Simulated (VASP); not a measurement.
# Ca (Fm-3m) in VASP: further runs, part 2 of 3

VASP 6.6.1.

### Step 3. Relaxation of cell and atoms, LDA

Contents of INCAR:

```
SYSTEM = Ca
PREC = Accurate
ENCUT = 500
EDIFF = 1E-7
ISMEAR = -1
SIGMA = 0.1
LREAL = .FALSE.
LASPH = .TRUE.
NELM = 120
ALGO = Normal
ISIF = 3
LWAVE = .FALSE.
LCHARG = .FALSE.
GGA = CA
IBRION = 2
NSW = 60
EDIFFG = -0.02
GGA_COMPAT = .FALSE.
NELMIN = 4
```

Contents of KPOINTS:

```
regular mesh
0
G
  6 6 6
  0 0 0
```

Contents of POSCAR:

```
Ca
1.0
    0.0000000000      2.4061280000      2.4061280000
    2.4061280000      0.0000000000      2.4061280000
    2.4061280000      2.4061280000      0.0000000000
Ca
1
Direct
    0.0000000000      0.0000000000      0.0000000000
```

Potentials or basis: VASP PAW LDA potentials, release 64 (Ca_sv).

Command:

```
> cat potpaw_LDA.64/Ca_sv/POTCAR > POTCAR
> mpirun -np 1 vasp_std > vasp.out
```

OUTCAR:

```text
SYSTEM = Ca
   PREC = Accurate
   ENCUT = 500
   EDIFF = 1E-7
   ISMEAR = -1
   LREAL = .FALSE.
   LASPH = .TRUE.
   NELM = 120
   ISIF = 3
   GGA = CA
   IBRION = 2
   NSW = 60
   EDIFFG = -0.02
   NELMIN = 4

 ion  position               nearest neighbor table
   1  0.000  0.000  0.000-

  LATTYP: Found a face centered cubic cell.
 ALAT       =     4.8122560000

  Lattice vectors:

 A1 = (   0.0000000000,   2.4061280000,   2.4061280000)
 A2 = (   2.4061280000,   0.0000000000,   2.4061280000)
 A3 = (   2.4061280000,   2.4061280000,   0.0000000000)

Analysis of symmetry for initial positions (statically):
=====================================================================
 Subroutine PRICEL returns:
 Original cell was already a primitive cell.

 Routine SETGRP: Setting up the symmetry group for a
 face centered cubic supercell.

 Subroutine GETGRP returns: Found 48 space group operations
 (whereof 48 operations were pure point group operations)
 out of a pool of 48 trial point group operations.

The static configuration has the point symmetry O_h .

Analysis of symmetry for dynamics (positions and initial velocities):
=====================================================================
 Subroutine PRICEL returns:
 Original cell was already a primitive cell.

 Routine SETGRP: Setting up the symmetry group for a
 face centered cubic supercell.

 Subroutine GETGRP returns: Found 48 space group operations
 (whereof 48 operations were pure point group operations)
 out of a pool of 48 trial point group operations.

The dynamic configuration has the point symmetry O_h .

 Subroutine INISYM returns: Found 48 space group operations
 (whereof 48 operations are pure point group operations),
 and found     1 'primitive' translations

----------------------------------------------------------------------------------------

                                     Primitive cell

  volume of cell :      27.8603

  direct lattice vectors                    reciprocal lattice vectors
     0.000000000  2.406128000  2.406128000    -0.207802744  0.207802744  0.207802744
     2.406128000  0.000000000  2.406128000     0.207802744 -0.207802744  0.207802744
     2.406128000  2.406128000  0.000000000     0.207802744  0.207802744 -0.207802744

  length of vectors
     3.402778850  3.402778850  3.402778850     0.359924910  0.359924910  0.359924910

  position of ions in fractional coordinates (direct lattice)
     0.000000000  0.000000000  0.000000000

  ion indices of the primitive-cell ions
   primitive index   ion index
                 1           1

----------------------------------------------------------------------------------------

 KPOINTS: regular mesh

Automatic generation of k-mesh.
 Grid dimensions read from file:
 generate k-points for:    6    6    6

 Generating k-lattice:

  Cartesian coordinates                     Fractional coordinates (reciprocal lattice)
    -0.034633791  0.034633791  0.034633791     0.166666667  0.000000000  0.000000000
     0.034633791 -0.034633791  0.034633791     0.000000000  0.166666667  0.000000000
     0.034633791  0.034633791 -0.034633791     0.000000000  0.000000000  0.166666667

  Length of vectors
     0.059987485  0.059987485  0.059987485

  Shift w.r.t. Gamma in fractional coordinates (k-lattice)
     0.000000000  0.000000000  0.000000000

 Subroutine IBZKPT returns following result:
 ===========================================

 Found     16 irreducible k-points:

 Following reciprocal coordinates:
            Coordinates               Weight
  0.000000  0.000000  0.000000      1.000000
  0.166667  0.000000  0.000000      8.000000
  0.333333  0.000000  0.000000      8.000000
  0.500000  0.000000  0.000000      4.000000
  0.166667  0.166667  0.000000      6.000000
  0.333333  0.166667  0.000000     24.000000
[... 8 lines left out ...]
 -0.333333  0.333333  0.166667     24.000000
 -0.333333  0.500000  0.166667     12.000000
   k-points           NKPTS =     16   k-points in BZ     NKDIM =     16   number of bands    NBANDS=      9
   number of dos      NEDOS =    301   number of ions     NIONS =      1
   total plane-waves  NPLWV =  21952
   dimension x,y,z NGX =    28 NGY =   28 NGZ =   28
   dimension x,y,z NGXF=    56 NGYF=   56 NGZF=   56
   ions per type =               1
   NGX,Y,Z   is equivalent  to a cutoff of  13.68, 13.68, 13.68 a.u.
   NGXF,Y,Z  is equivalent  to a cutoff of  27.36, 27.36, 27.36 a.u.
 SYSTEM =  Ca
   PREC   = accura    normal or accurate (medium, high low for compatibility)
   ISTART =      0    job   : 0-new  1-cont  2-samecut
   ICHARG =      2    charge: 1-file 2-atom 10-const
   ISPIN  =      1    spin polarized calculation?
   LNONCOLLINEAR =      F non collinear calculations
   LSORBIT =      F    spin-orbit coupling
   LASPH  =      T    aspherical Exc in radial PAW
   ENCUT  =  500.0 eV  36.75 Ry    6.06 a.u.   6.20  6.20  6.20*2*pi/ulx,y,z
   NELM   =    120;   NELMIN=  4; NELMDL= -5     # of ELM steps
   EDIFF  = 0.1E-06   stopping-criterion for ELM
   LREAL  =      F    real-space projection
   EDIFFG = -.2E-01   stopping-criterion for IOM
   NSW    =     60    number of steps for IOM
   IBRION =      2    ionic relax: 0-MD 1-quasi-New 2-CG
   NFREE  =      1    steps in history (QN), initial steepest desc. (CG)
   ISIF   =      3    stress and relaxation
   ISYM   =      2    0-nonsym 1-usesym 2-fastsym
   POTIM  = 0.5000    time-step for ionic-motion
   TEBEG  =    0.0;   TEEND  =   0.0 temperature during run
   PSTRESS=    0.0 pullay stress
   NELECT =      10.0000    total number of electrons
   NUPDOWN=      -1.0000    fix difference up-down
   EMIN   =  10.00;   EMAX   =-10.00  energy-range for DOS
   EFERMI =   0.00;   METHOD = LEGACY
   ISMEAR =    -1;   SIGMA  =   0.10  broadening in eV -4-tet -1-fermi 0-gaus
   EFERMI_NEDOS =   21; number of points for ismear=-14 and -15
   IALGO  =     38    algorithm
   IMIX   =      4    mixing-type and parameters
     AMIX     =   0.40;   BMIX     =  1.00
     AMIX_MAG =   1.60;   BMIX_MAG =  1.00
  volume/ion in A,a.u.               =      27.86       188.01
  Fermi-wavevector in a.u.,A,eV,Ry     =   1.163446  2.198594 18.416925  1.353606
  Thomas-Fermi vector in A             =   2.299995
   LORBIT       =      0    0 simple, 1 ext, 2 COOP (PROOUT), +10 PAW based schemes
   GGA     = CA    functional components
   LHFCALC =     F    Hartree Fock is set to
   AEXX    =    0.0000 exact exchange contribution
   IVDW    =     0    specifies the selected vdW correction
   LEPSILON=     F    determine dielectric tensor
   LRPA    =     F    only Hartree local field effects (RPA)
 conjugate gradient relaxation of ions
 non-spin polarized calculation
  energy-cutoff  :      500.00
  volume of cell :       27.86
 maximum number of plane-waves:       725
 NGX is ok and might be reduce to    28
   NGX = 13   NGY = 13   NGZ = 13

--------------------------------------- Ionic step        1  -------------------------------------------

 number of electron      10.0000000 magnetization

 Free energy of the ion-electron system (eV)
  ---------------------------------------------------
  ext. energy  EPLUGINS =         0.00000000
  ---------------------------------------------------
  free energy    TOTEN  =        -1.95409645 eV

  energy without entropy =       -1.90675351  energy(sigma->0) =       -1.93042498

 E-fermi :   3.7825     XC(G=0):  -9.4266

 val. band max:        3.7197320756   @ k =  -0.3333   0.3333   0.1667
 cond. band min:       3.7976247126   @ k =   0.5000   0.5000   0.0000
 fundamental gap:      0.0778926370
 Fermi energy:         3.7824659747

 k-point     1 :       0.0000    0.0000    0.0000
  band No.  band energies     occupation
      1     -36.9937      2.00000
      2     -18.0323      2.00000
      3     -18.0323      2.00000
      4     -18.0323      2.00000
      5      -0.9411      2.00000
      6       6.4266      0.00000
      7       6.4266      0.00000
      8       6.4266      0.00000
      9       8.1505      0.00000
[... 280 lines left out ...]
  energy  without entropy=       -2.1539306493  energy(sigma->0) =       -2.18151884

--------------------------------------- Ionic step        4  -------------------------------------------

 number of electron      10.0000003 magnetization

 Free energy of the ion-electron system (eV)
  ---------------------------------------------------
  ext. energy  EPLUGINS =         0.00000000
  ---------------------------------------------------
  free energy    TOTEN  =        -2.21059777 eV

  energy without entropy =       -2.15616393  energy(sigma->0) =       -2.18338085

 E-fermi :   2.2262     XC(G=0):  -8.2962

 val. band max:        2.2138262145   @ k =  -0.3333   0.3333   0.1667
 cond. band min:       2.2943955065   @ k =  -0.3333   0.3333   0.1667
 fundamental gap:      0.0805692920
 Fermi energy:         2.2261870763

 k-point     1 :       0.0000    0.0000    0.0000
  band No.  band energies     occupation
      1     -39.1236      2.00000
      2     -20.3156      2.00000
      3     -20.3156      2.00000
      4     -20.3156      2.00000
      5      -1.9991      2.00000
      6       4.5477      0.00000
      7       4.5477      0.00000
      8       4.5477      0.00000
      9       5.7522      0.00000
[... 206 lines left out ...]
  FREE ENERGIE OF THE ION-ELECTRON SYSTEM (eV)
  ---------------------------------------------------
  free  energy   TOTEN  =        -2.2105977672 eV

  energy  without entropy=       -2.1561639267  energy(sigma->0) =       -2.18338085

 reached required accuracy - stopping structural energy minimisation
```

It took 23 s on 1 thread of Intel Xeon 8259CL, shared host; peak memory 0.14 GiB.

Results:

```
Free energy                           : -2.2106 eV
Relaxed volume                        : 38.14 Å³/atom
Relaxed cell                          : a = 3.778 Å, b = 3.778 Å, c = 3.778 Å, α = 60.00°, β = 60.00°, γ = 60.00°
Space group after relaxing (to 0.1 Å) : Fm-3m (No. 225)
Energy gained by relaxing             : 256.5 meV/atom
Ionic steps                           : 4
Pressure after relaxing               : 0.0 GPa
Band gap on the k mesh                : zero (bands 5 and 6 overlap by 0.02 eV)
```

The path:
| step | energy change (eV) | largest force (eV/Å) | pressure (GPa) | volume (Å³) |
| --- | --- | --- | --- | --- |
| 1 | 0.0000 | 0.0000 | 9.93 | 27.86 |
| 2 | -0.2438 | 0.0000 | 1.60 | 35.42 |
| 3 | -0.2550 | 0.0000 | -0.48 | 39.07 |
| 4 | -0.2565 | 0.0000 | -0.03 | 38.14 |

Final structure:
```xyz
1
Lattice="0.0000 2.6717 2.6717 2.6717 0.0000 2.6717 2.6717 2.6717 0.0000" Properties=species:S:1:pos:R:3 pbc="T T T"
Ca    0.0000    0.0000    0.0000
```

Caveat: the k points lie up to 0.34 Å⁻¹ apart in the final cell; the volume moved by over 15 % at a fixed basis, so the end points are rough.

### Step 4. Relaxation of cell and atoms, PBE

Contents of INCAR:

```
PREC = Accurate ; ENCUT = 500
EDIFF = 1E-7 ; ISMEAR = -5
SIGMA = 0.1 ; LREAL = False
LASPH = True ; NELM = 120
ALGO = Normal ; ISIF = 3
LWAVE = False ; LCHARG = False
GGA = PE ; IBRION = 2
NSW = 60 ; EDIFFG = -0.01
GGA_COMPAT = False ; NELMIN = 4
```

Contents of KPOINTS:

```
Automatic mesh
0
Gamma
  6 6 6
```

POSCAR is that of step 3.

Potentials or basis: VASP PAW PBE potentials, release 64 (Ca_sv).

Command:

```
> cat potpaw_PBE.64/Ca_sv/POTCAR > POTCAR
> mpirun -np 1 vasp_std > vasp.out
```

Run time: 42 s. Hardware: 1 thread of Intel Xeon 8259CL, shared host; peak memory 0.16 GiB.

It converged, with:

```
Free energy                           : -1.9024 eV
Relaxed volume                        : 41.45 Å³/atom
Relaxed cell                          : a = 3.884 Å, b = 3.884 Å, c = 3.884 Å, α = 60.00°, β = 60.00°, γ = 60.00°
Space group after relaxing (to 0.1 Å) : Fm-3m (No. 225)
Energy gained by relaxing             : 450.3 meV/atom
Ionic steps                           : 4
Pressure after relaxing               : 0.0 GPa
Band gap on the k mesh                : zero (bands 5 and 6 overlap by 0.15 eV)
```

Step by step:
```
step  energy change (eV)  largest force (eV/Å)  pressure (GPa)  volume (Å³)
   1              0.0000                0.0000           13.82        27.86
   2             -0.4352                0.0000            1.38        38.72
   3             -0.4505                0.0000           -0.37        42.27
   4             -0.4503                0.0000           -0.02        41.45
```

Final structure:
```cif
data_structure
_symmetry_space_group_name_H-M 'P 1'
_symmetry_Int_Tables_number 1
_cell_length_a 3.8845
_cell_length_b 3.8845
_cell_length_c 3.8845
_cell_angle_alpha 60.000
_cell_angle_beta 60.000
_cell_angle_gamma 60.000
_cell_volume 41.45
loop_
_atom_site_label
_atom_site_type_symbol
_atom_site_fract_x
_atom_site_fract_y
_atom_site_fract_z
_atom_site_occupancy
Ca1 Ca 0.00000 0.00000 0.00000 1
```

Levels at points of the mesh, in eV from the Fermi level:
| k point | band 2 | band 3 | band 4 | band 5 | band 6 | band 7 | band 8 | band 9 |
| --- | --- | --- | --- | --- | --- | --- | --- | --- |
| (0.00, 0.00, 0.00) | -22.88 | -22.88 | -22.88 | -4.06 | 2.37 | 2.37 | 2.37 | 3.45 |
| (0.50, 0.00, 0.00) | -23.03 | -22.90 | -22.90 | -0.99 | -0.15 | 2.24 | 2.24 | 4.16 |
| (0.50, 0.50, 0.00) | -23.02 | -22.94 | -22.94 | -0.47 | 0.57 | 1.00 | 4.15 | 4.35 |

Caveat: the k points lie up to 0.33 Å⁻¹ apart in the final cell; the volume moved by over 15 % at a fixed basis, so the end points are rough; tetrahedron occupations give inexact forces and stress in metals.

### Step 5. Single point, PBE, collinear spin

This run uses another cell than the first one, of 42.10 Å³/atom.

Contents of INCAR:

```
  ALGO = Normal
  EDIFF = 1E-6
  ENCUT = 500
  GGA = PE
  GGA_COMPAT = F
  ISIF = 2
  ISMEAR = -1
  ISPIN = 2
  LASPH = T
  LCHARG = F
  LORBIT = 11
  LREAL = F
  LWAVE = F
  MAGMOM = 0.5
  NBANDS = 15
  NELM = 200
  PREC = Accurate
  SIGMA = 0.1
```

Contents of KPOINTS:

```
k-points
0
Gamma
  6 6 6
```

Contents of POSCAR:

```
Ca
1.0
    0.0000000000      2.7610913456      2.7610913456
    2.7610913456      0.0000000000      2.7610913456
    2.7610913456      2.7610913456      0.0000000000
Ca
1
Direct
    0.0000000000      0.0000000000      0.0000000000
```

Command:

```
> cat potpaw_PBE.64/Ca_sv/POTCAR > POTCAR
> mpirun -np 1 vasp_std > vasp.out
```

Wall time 24 s (1 thread of Intel Xeon 8259CL, shared host); peak memory 0.17 GiB.

It converged, with:

```yaml
Free_energy: -1.9379 eV
Pressure: 0.0 GPa
Band_gap_on_the_k_mesh: zero (filled and empty bands overlap)
Net_moment: 0.00 μB per cell
Valence_electrons_inside_the_program's_atomic_spheres: Ca 8.08
```

Levels at points of the mesh, in eV from the Fermi level:
Spin up:
| k point | band 1 | band 2 | band 3 | band 4 | band 5 | band 6 | band 7 | band 8 | band 9 | band 10 |
| --- | --- | --- | --- | --- | --- | --- | --- | --- | --- | --- |
| (0.00, 0.00, 0.00) | -42.03 | -22.94 | -22.94 | -22.94 | -4.06 | 2.32 | 2.32 | 2.32 | 3.39 | 3.39 |
| (0.50, 0.00, 0.00) | -42.01 | -23.08 | -22.96 | -22.96 | -1.02 | -0.19 | 2.20 | 2.20 | 4.08 | 4.08 |
| (0.50, 0.50, 0.00) | -42.01 | -23.08 | -23.00 | -23.00 | -0.49 | 0.55 | 0.94 | 4.07 | 4.26 | 4.26 |
Spin down:
```
           k point  band 1  band 2  band 3  band 4  band 5  band 6  band 7  band 8  band 9  band 10
(0.00, 0.00, 0.00)  -42.03  -22.94  -22.94  -22.94   -4.06    2.32    2.32    2.32    3.39     3.39
(0.50, 0.00, 0.00)  -42.01  -23.08  -22.96  -22.96   -1.01   -0.19    2.20    2.20    4.08     4.08
(0.50, 0.50, 0.00)  -42.01  -23.08  -22.99  -22.99   -0.48    0.55    0.94    4.08    4.26     4.26
```

(Continued in part 3 of 3.)
